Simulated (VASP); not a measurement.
# Ca2B in VASP: a series of runs

The runs below take Ca2B through single point, with PBE.

Everything below comes from runs of VASP 6.6.1. Logs are shortened: lines on timing, memory, paths and dates and some standing lists are left out, and cuts for length are marked.

## (1) The cell of the first run

The cell holds a sheet with vacuum, 3 atoms: a = 5.208 Å, b = 5.208 Å, c = 15.000 Å, α = 90.00°, β = 90.00°, γ = 120.00°.

The cell was built from a structure type or drawn by symmetry, and may not be a known phase.

## (2) Single point, PBE

Contents of INCAR:

```
SYSTEM = Ca2B
ALGO     = Normal         ! electronic algorithm
DIPOL    = 0.5 0.5 0.500
EDIFF    = 1E-7           ! SCF threshold, eV
ENCUT    = 520            ! plane-wave cutoff, eV
GGA      = PE             ! functional
IDIPOL   = 3            
ISIF     = 2              ! what is computed and relaxed
ISMEAR   = 0              ! smearing method
LASPH    = .TRUE.         ! aspherical terms in the spheres
LCHARG   = .FALSE.        ! write CHGCAR
LDIPOL   = .TRUE.       
LREAL    = .FALSE.        ! projectors in reciprocal space
LWAVE    = .FALSE.        ! write WAVECAR
NBANDS   = 18             ! bands
NELM     = 80             ! most SCF steps
PREC     = Accurate       ! precision mode
SIGMA    = 0.1            ! smearing width, eV
```

Contents of KPOINTS:

```
k-points
0
G
  6 6 1
  0 0 0
```

Contents of POSCAR:

```
Ca2B
1.0
    5.2083760000      0.0000000000      0.0000000000
   -2.6041880000      4.5105860000      0.0000000000
    0.0000000000      0.0000000000     15.0000000000
Ca B
2 1
Direct
    0.6666666700      0.3333333300      0.5034298000
    0.3333333300      0.6666666700      0.4965702000
    0.0000000000      0.0000000000      0.5000000000
```

Potentials or basis: VASP PAW PBE potentials, release 64 (Ca_sv, B).

On the command line:

```bash
cat potpaw_PBE.64/Ca_sv/POTCAR potpaw_PBE.64/B/POTCAR > POTCAR
mpirun -np 1 vasp_std > vasp.out
```

OUTCAR:

```text
SYSTEM = Ca2B
   EDIFF = 1E-7
   ENCUT = 520
   GGA = PE
   ISIF = 2
   ISMEAR = 0
   LASPH = .TRUE.
   LREAL = .FALSE.
   NELM = 80
   PREC = Accurate

 ion  position               nearest neighbor table
   1  0.667  0.333  0.503-   2 3.01   2 3.01   2 3.01
   2  0.333  0.667  0.497-   1 3.01   1 3.01   1 3.01
   3  0.000  0.000  0.500-

  LATTYP: Found a hexagonal cell.
 ALAT       =     5.2083760000
 C/A-ratio  =     2.8799764072

  Lattice vectors:

 A1 = (   5.2083760000,   0.0000000000,   0.0000000000)
 A2 = (  -2.6041880000,   4.5105860000,   0.0000000000)
 A3 = (   0.0000000000,   0.0000000000,  15.0000000000)

Analysis of symmetry for initial positions (statically):
=====================================================================
 Subroutine PRICEL returns:
 Original cell was already a primitive cell.

 Routine SETGRP: Setting up the symmetry group for a
 hexagonal supercell.

 Subroutine GETGRP returns: Found 12 space group operations
 (whereof 12 operations were pure point group operations)
 out of a pool of 24 trial point group operations.

The static configuration has the point symmetry D_3d.

Analysis of symmetry for dynamics (positions and initial velocities):
=====================================================================
 Subroutine PRICEL returns:
 Original cell was already a primitive cell.

 Routine SETGRP: Setting up the symmetry group for a
 hexagonal supercell.

 Subroutine GETGRP returns: Found 12 space group operations
 (whereof 12 operations were pure point group operations)
 out of a pool of 24 trial point group operations.

The dynamic configuration has the point symmetry D_3d.

 Subroutine INISYM returns: Found 12 space group operations
 (whereof 12 operations are pure point group operations),
 and found     1 'primitive' translations

----------------------------------------------------------------------------------------

                                     Primitive cell

  volume of cell :     352.3924

  direct lattice vectors                    reciprocal lattice vectors
     5.208376000  0.000000000  0.000000000     0.191998427  0.110850342  0.000000000
    -2.604188000  4.510586000  0.000000000     0.000000000  0.221700684  0.000000000
     0.000000000  0.000000000 15.000000000     0.000000000  0.000000000  0.066666667

  length of vectors
     5.208376000  5.208376062 15.000000000     0.221700686  0.221700684  0.066666667

  position of ions in fractional coordinates (direct lattice)
     0.666666670  0.333333330  0.503429800
     0.333333330  0.666666670  0.496570200
     0.000000000  0.000000000  0.500000000

  ion indices of the primitive-cell ions
   primitive index   ion index
                 1           1
                 2           2
                 3           3

----------------------------------------------------------------------------------------

 KPOINTS: k-points

Automatic generation of k-mesh.
 Grid dimensions read from file:
 generate k-points for:    6    6    1

 Generating k-lattice:

  Cartesian coordinates                     Fractional coordinates (reciprocal lattice)
     0.031999738  0.018475057  0.000000000     0.166666667  0.000000000  0.000000000
     0.000000000  0.036950114  0.000000000     0.000000000  0.166666667  0.000000000
     0.000000000  0.000000000  0.066666667     0.000000000  0.000000000  1.000000000

  Length of vectors
     0.036950114  0.036950114  0.066666667

  Shift w.r.t. Gamma in fractional coordinates (k-lattice)
     0.000000000  0.000000000  0.000000000

 Subroutine IBZKPT returns following result:
 ===========================================

 Found      7 irreducible k-points:

 Following reciprocal coordinates:
            Coordinates               Weight
  0.000000  0.000000  0.000000      1.000000
  0.166667  0.000000  0.000000      6.000000
  0.333333  0.000000  0.000000      6.000000
  0.500000  0.000000  0.000000      3.000000
  0.166667  0.166667  0.000000      6.000000
  0.333333  0.166667  0.000000     12.000000
  0.333333  0.333333  0.000000      2.000000
   k-points           NKPTS =      7   k-points in BZ     NKDIM =      7   number of bands    NBANDS=     18
   number of dos      NEDOS =    301   number of ions     NIONS =      3
   total plane-waves  NPLWV = 179200
   dimension x,y,z NGX =    40 NGY =   40 NGZ =  112
   dimension x,y,z NGXF=    80 NGYF=   80 NGZF=  224
   ions per type =               2   1
   NGX,Y,Z   is equivalent  to a cutoff of  12.77, 12.77, 12.41 a.u.
   NGXF,Y,Z  is equivalent  to a cutoff of  25.54, 25.54, 24.83 a.u.
 SYSTEM =  Ca2B
   PREC   = accura    normal or accurate (medium, high low for compatibility)
   ISTART =      0    job   : 0-new  1-cont  2-samecut
   ICHARG =      2    charge: 1-file 2-atom 10-const
   ISPIN  =      1    spin polarized calculation?
   LNONCOLLINEAR =      F non collinear calculations
   LSORBIT =      F    spin-orbit coupling
   LASPH  =      T    aspherical Exc in radial PAW
   ENCUT  =  520.0 eV  38.22 Ry    6.18 a.u.   9.68  9.68 27.89*2*pi/ulx,y,z
   NELM   =     80;   NELMIN=  2; NELMDL= -5     # of ELM steps
   EDIFF  = 0.1E-06   stopping-criterion for ELM
   LREAL  =      F    real-space projection
   EDIFFG = 0.1E-05   stopping-criterion for IOM
   NSW    =      0    number of steps for IOM
   IBRION =     -1    ionic relax: 0-MD 1-quasi-New 2-CG
   NFREE  =      0    steps in history (QN), initial steepest desc. (CG)
   ISIF   =      2    stress and relaxation
   ISYM   =      2    0-nonsym 1-usesym 2-fastsym
   POTIM  = 0.5000    time-step for ionic-motion
   TEBEG  =    0.0;   TEEND  =   0.0 temperature during run
   PSTRESS=    0.0 pullay stress
   NELECT =      23.0000    total number of electrons
   NUPDOWN=      -1.0000    fix difference up-down
   EMIN   =  10.00;   EMAX   =-10.00  energy-range for DOS
   EFERMI =   0.00;   METHOD = LEGACY
   ISMEAR =     0;   SIGMA  =   0.10  broadening in eV -4-tet -1-fermi 0-gaus
   EFERMI_NEDOS =   21; number of points for ismear=-14 and -15
   IALGO  =     38    algorithm
   IMIX   =      4    mixing-type and parameters
     AMIX     =   0.40;   BMIX     =  1.00
     AMIX_MAG =   1.60;   BMIX_MAG =  1.00
  volume/ion in A,a.u.               =     117.46       792.69
  Fermi-wavevector in a.u.,A,eV,Ry     =   0.659136  1.245587  5.911197  0.434461
  Thomas-Fermi vector in A             =   1.731177
   LORBIT       =      0    0 simple, 1 ext, 2 COOP (PROOUT), +10 PAW based schemes
   GGA     = PE    functional components
   LHFCALC =     F    Hartree Fock is set to
   AEXX    =    0.0000 exact exchange contribution
   IVDW    =     0    specifies the selected vdW correction
   LEPSILON=     F    determine dielectric tensor
   LRPA    =     F    only Hartree local field effects (RPA)
 non-spin polarized calculation
 Gauss-broadening in eV      SIGMA  =   0.10
  energy-cutoff  :      520.00
  volume of cell :      352.39
 maximum number of plane-waves:      9571
 NGX is ok and might be reduce to    40
   NGX = 19   NGY = 19   NGZ = 55

 number of electron      23.0000002 magnetization

 dipolmoment           0.000000      0.000000     -0.000000 electrons x Angstroem

 Free energy of the ion-electron system (eV)
  ---------------------------------------------------
  ext. energy  EPLUGINS =         0.00000000
  ---------------------------------------------------
  free energy    TOTEN  =        -6.19141824 eV

  energy without entropy =       -6.13370362  energy(sigma->0) =       -6.16256093

 E-fermi :  -2.0904     XC(G=0):  -2.9303

 val. band max:       -2.0989307404   @ k =   0.3333   0.3333   0.0000
 cond. band min:      -2.0854220692   @ k =   0.3333   0.1667   0.0000
 fundamental gap:      0.0135086712
 Fermi energy:        -2.0904078259

 k-point     1 :       0.0000    0.0000    0.0000
  band No.  band energies     occupation
      1     -43.9655      2.00000
      2     -43.8107      2.00000
      3     -25.1307      2.00000
      4     -25.1307      2.00000
      5     -25.0811      2.00000
      6     -24.9393      2.00000
[... 10 lines left out ...]
     17       0.2658      0.00000
     18       0.5726      0.00000

 k-point     2 :       0.1667    0.0000    0.0000
  band No.  band energies     occupation
      1     -43.9565      2.00000
      2     -43.8199      2.00000
      3     -25.1437      2.00000
      4     -25.1091      2.00000
      5     -25.0713      2.00000
      6     -24.9479      2.00000
[... 10 lines left out ...]
     17       0.1950      0.00000
     18       1.0786      0.00000

 k-point     3 :       0.3333    0.0000    0.0000
  band No.  band energies     occupation
      1     -43.9331      2.00000
      2     -43.8437      2.00000
      3     -25.1679      2.00000
      4     -25.0642      2.00000
      5     -25.0389      2.00000
      6     -24.9699      2.00000
[... 10 lines left out ...]
     17       0.0565      0.00000
     18       0.8399      0.00000

 k-point     4 :       0.5000    0.0000    0.0000
  band No.  band energies     occupation
      1     -43.9144      2.00000
      2     -43.8628      2.00000
      3     -25.1792      2.00000
      4     -25.0420      2.00000
      5     -25.0073      2.00000
      6     -24.9876      2.00000
[... 10 lines left out ...]
     17      -0.0081      0.00000
     18       0.4604      0.00000

 k-point     5 :       0.1667    0.1667    0.0000
  band No.  band energies     occupation
      1     -43.9400      2.00000
      2     -43.8368      2.00000
      3     -25.1671      2.00000
      4     -25.0703      2.00000
      5     -25.0469      2.00000
      6     -24.9635      2.00000
[... 10 lines left out ...]
     17      -0.0028      0.00000
     18       0.9952      0.00000

 k-point     6 :       0.3333    0.1667    0.0000
  band No.  band energies     occupation
      1     -43.9144      2.00000
      2     -43.8628      2.00000
      3     -25.1907      2.00000
      4     -25.0381      2.00000
      5     -24.9879      2.00000
      6     -24.9830      2.00000
[... 10 lines left out ...]
     17      -0.1553      0.00000
     18       0.5881      0.00000

 k-point     7 :       0.3333    0.3333    0.0000
  band No.  band energies     occupation
      1     -43.8886      2.00000
      2     -43.8886      2.00000
      3     -25.2058      2.00000
      4     -25.0121      2.00000
      5     -25.0121      2.00000
      6     -24.8773      2.00000
[... 10 lines left out ...]
     17      -0.1076      0.00000
     18       0.2671      0.00000

------------------------ aborting loop because EDIFF is reached ----------------------------------------

 vacuum level on the upper side and lower side of the slab       (xc-potential included)        -0.125        -0.125

  FORCE on cell =-STRESS in cart. coord.  units (eV):
  Direction    XX          YY          ZZ          XY          YZ          ZX
  --------------------------------------------------------------------------------------
  -------------------------------------------------------------------------------------
  Total       -1.5084086     -1.5084087     -0.0015145      0.0000000      0.0000000      0.0000000
  in kB       -6.8580878     -6.8580880     -0.0068858      0.0000000      0.0000000      0.0000000
  external PRESSURE =      -4.5743539 kB  Pullay stress =       0.0000000 kB

 VOLUME and BASIS-vectors are now :
 -----------------------------------------------------------------------------
  energy-cutoff  :      520.00
  volume of cell :      352.39
      direct lattice vectors                 reciprocal lattice vectors
     5.208376000  0.000000000  0.000000000     0.191998427  0.110850342  0.000000000
    -2.604188000  4.510586000  0.000000000     0.000000000  0.221700684  0.000000000
     0.000000000  0.000000000 15.000000000     0.000000000  0.000000000  0.066666667

 POSITION                                       TOTAL-FORCE (eV/Angst)
 -----------------------------------------------------------------------------------
      2.60419      1.50353      7.55145        -0.000000      0.000000      0.162489
     -0.00000      3.00706      7.44855         0.000000     -0.000000     -0.162489
      0.00000      0.00000      7.50000        -0.000000      0.000000      0.000000
 -----------------------------------------------------------------------------------
    total drift:                                0.000000     -0.000000      0.000000

  FREE ENERGIE OF THE ION-ELECTRON SYSTEM (eV)
  ---------------------------------------------------
  free  energy   TOTEN  =        -6.1914182354 eV

  energy  without entropy=       -6.1337036176  energy(sigma->0) =       -6.16256093

 vacuum level on the upper side and lower side of the slab         1.346         1.346
```

Run time: 58 s. Hardware: 1 thread of AMD EPYC 9R45 (Zen 5), shared host; peak memory 0.4 GiB.

What came out:

```
Free energy            : -6.1914 eV
Largest force          : 0.162 eV/Å
Band gap on the k mesh : zero (an odd number of electrons rules out a gap without spin polarisation)
```

Forces on the atoms (eV/Å):
```
Ca   0.000  0.000  0.162
Ca   0.000  0.000 -0.162
B    0.000  0.000  0.000
```

Levels at points of the mesh, in eV from the Fermi level:
```csv
k point,band 9,band 10,band 11,band 12,band 13,band 14,band 15,band 16
"(0.00, 0.00, 0.00)",-5.34,-0.40,-0.40,-0.16,0.64,1.93,1.93,2.36
"(0.50, 0.00, 0.00)",-4.72,-1.58,0.03,0.08,0.88,1.45,1.72,1.92
```

## (3) Single point, PBE

Contents of INCAR:

```
PREC = Accurate
ENCUT = 520
EDIFF = 1E-6
ISMEAR = 0
SIGMA = 0.1
LREAL = False
LASPH = True
NELM = 60
ALGO = Normal
ISIF = 2
LWAVE = False
LCHARG = False
LDIPOL = True
IDIPOL = 3
DIPOL = 0.5 0.5 0.500
GGA = PE
NBANDS = 18
```

Contents of KPOINTS:

```
regular mesh
0
Gamma
  6 6 1
```

POSCAR is that of step 2.

Potentials or basis: VASP PAW PBE potentials, release 64 (Ca_sv, B).

On the command line:

```bash
cat potpaw_PBE.64/Ca_sv/POTCAR potpaw_PBE.64/B/POTCAR > POTCAR
mpirun -np 1 vasp_std > vasp.out
```

Run time: 55 s. Hardware: 1 thread of AMD EPYC 9R45 (Zen 5), shared host; peak memory 0.4 GiB.

The run converged. Its results:

```
Free energy            : -6.1914 eV
Largest force          : 0.162 eV/Å
Band gap on the k mesh : zero (an odd number of electrons rules out a gap without spin polarisation)
```

Forces on the atoms (eV/Å):
```
Ca   0.000  0.000  0.162
Ca   0.000  0.000 -0.162
B    0.000  0.000  0.000
```

Levels at points of the mesh, in eV from the Fermi level:
```tsv
k point	band 9	band 10	band 11	band 12	band 13	band 14	band 15	band 16
(0.00, 0.00, 0.00)	-5.34	-0.40	-0.40	-0.16	0.64	1.93	1.93	2.36
(0.50, 0.00, 0.00)	-4.72	-1.58	0.03	0.08	0.88	1.45	1.72	1.92
```
